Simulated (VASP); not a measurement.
Mg7CoO8 (a cell with a defect): single point with LDA+U

System: Mg7CoO8 (a cell with a defect).

```
CELL_PARAMETERS angstrom
0.00000 4.34810 4.34810
4.34810 0.00000 4.34810
4.34810 4.34810 0.00000
ATOMIC_POSITIONS crystal
Mg 0.98780 0.00575 0.99979
Mg 0.01180 0.98045 0.50566
Mg 0.99409 0.49959 0.50190
Mg 0.48548 0.01181 0.00325
Mg 0.50001 0.00169 0.49012
Mg 0.49269 0.50148 0.99227
Mg 0.50421 0.48374 0.50519
Co 0.99256 0.49562 0.00715
O 0.24653 0.24641 0.25446
O 0.25059 0.24204 0.74731
O 0.23988 0.76749 0.24475
O 0.25191 0.74543 0.75087
O 0.74503 0.25407 0.24197
O 0.75687 0.24511 0.74998
O 0.75139 0.75650 0.24800
O 0.74979 0.74444 0.73786
```

```
Program                : VASP 6.6.1
Task                   : single point
Functional             : LDA
Potentials or basis    : VASP PAW LDA potentials, release 64 (Mg_sv, Co_sv, O)
Cutoff                 : 750 eV
k mesh                 : 2 × 2 × 2
Occupations            : gaussian, width 0.01 eV
Spin                   : collinear spin, ferromagnetic start
Starting moments       : [0.0, 0.0, 0.0, 0.0, 0.01, 0.0, 0.0, 2.78, 0.04, 0.06, 0.0, 0.06, 0.07, 0.0, 0.06, 0.04] μB
Hubbard terms          : Co d U = 3.2 eV
Dipole correction      : no
Mended                 : yes
Further INCAR settings : LREAL = Auto; ALGO = Normal; EDIFF = 1e-06; NBANDS = 86; ISYM = 0
```

* Pressure: -17.5 GPa
* Largest force: 0.689 eV/Å
* Band gap on the k mesh: 1.99 eV
* Net moment: 3.00 μB per cell
* Site moments: Mg -0.00, +0.01 (each value once); Co +2.60; O +0.04, -0.00, +0.05 (each value once) μB
* Valence electrons inside the program's atomic spheres: Mg 8.11, 8.10, 8.09 (each value once); Co 14.88; O 5.01, 5.00, 5.02 (each value once)

Forces in eV/Å, atoms in the order of the input:
```
Mg  -0.172  0.421  0.203
Mg   0.212 -0.356 -0.121
Mg  -0.042  0.013  0.192
Mg  -0.608  0.143 -0.291
Mg   0.171  0.393 -0.135
Mg   0.391  0.197  0.370
Mg   0.057 -0.375  0.265
Co  -0.046 -0.277  0.096
O   -0.016 -0.081  0.189
O    0.173 -0.014  0.381
O   -0.454  0.450 -0.246
O   -0.214 -0.106 -0.184
O    0.326  0.062 -0.053
O   -0.012 -0.513 -0.375
O   -0.204 -0.217 -0.410
O    0.440  0.258  0.118
```

Stress tensor (GPa, compression positive):
```
-17.22   0.22  -0.01
  0.22 -17.36   0.01
 -0.01   0.01 -17.89
```

Levels at points of the mesh, in eV from the valence-band top:
Spin up:
```csv
k point,band 65,band 66,band 67,band 68,band 69,band 70,band 71,band 72,band 73,band 74
"(0.00, 0.00, 0.00)",-1.04,-1.03,-0.99,-0.24,-0.21,2.64,6.07,6.10,6.14,6.17
"(0.50, 0.00, 0.00)",-1.34,-1.31,-1.25,-0.45,-0.42,4.99,5.08,7.45,7.62,7.79
"(0.00, 0.50, 0.00)",-1.34,-1.31,-1.22,-0.46,-0.41,4.93,5.14,7.52,7.56,7.75
"(0.00, 0.00, 0.50)",-1.37,-1.32,-1.20,-0.50,-0.39,4.97,5.10,7.49,7.53,7.83
"(0.50, 0.50, 0.50)",-1.40,-1.30,-1.22,-0.49,-0.43,4.93,5.18,7.56,7.64,7.72
"(0.50, 0.50, 0.00)",-1.51,-1.40,-1.36,-1.21,-0.24,5.78,5.98,7.31,7.37,7.46
"(0.00, 0.50, 0.50)",-1.53,-1.43,-1.33,-1.22,-0.21,5.77,5.96,7.27,7.38,7.51
"(0.50, 0.00, 0.50)",-1.55,-1.42,-1.34,-1.21,-0.22,5.76,5.99,7.21,7.39,7.53
```
Spin down:
| k point | band 62 | band 63 | band 64 | band 65 | band 66 | band 67 | band 68 | band 69 | band 70 | band 71 |
| --- | --- | --- | --- | --- | --- | --- | --- | --- | --- | --- |
| (0.00, 0.00, 0.00) | -0.99 | -0.98 | -0.97 | -0.25 | -0.23 | 1.99 | 2.73 | 3.37 | 3.37 | 6.16 |
| (0.50, 0.00, 0.00) | -1.41 | -1.28 | -1.24 | -0.24 | -0.06 | 2.11 | 3.22 | 3.25 | 5.12 | 5.13 |
| (0.00, 0.50, 0.00) | -1.48 | -1.25 | -1.22 | -0.20 | -0.16 | 2.08 | 3.25 | 3.27 | 5.06 | 5.20 |
| (0.00, 0.00, 0.50) | -1.42 | -1.29 | -1.24 | -0.23 | -0.08 | 2.12 | 3.21 | 3.24 | 5.09 | 5.15 |
| (0.50, 0.50, 0.50) | -1.49 | -1.29 | -1.21 | -0.23 | -0.08 | 2.13 | 3.19 | 3.23 | 5.04 | 5.23 |
| (0.50, 0.50, 0.00) | -1.54 | -1.47 | -1.44 | -0.29 | 0.00 | 2.19 | 2.83 | 3.38 | 5.97 | 6.08 |
| (0.00, 0.50, 0.50) | -1.49 | -1.49 | -1.45 | -0.24 | -0.01 | 2.16 | 2.86 | 3.38 | 5.99 | 6.01 |
| (0.50, 0.00, 0.50) | -1.56 | -1.52 | -1.42 | -0.22 | -0.02 | 2.16 | 2.86 | 3.38 | 5.99 | 6.02 |

Eigenvalues of the final occupation matrices:
```csv
site,spin,trace,eigenvalues
site 8 d,1,4.65,0.91 0.91 0.92 0.95 0.95
site 8 d,2,2.06,0.03 0.11 0.12 0.90 0.90
```

It took 21 min on 1 thread of Intel(R) Xeon(R) 6975P-C (Granite Rapids), with other jobs on the host, peak memory 0.52 GiB.

Caveat: the k points lie up to 0.63 Å⁻¹ apart. The state reached can hang on the start; a lower one may exist.
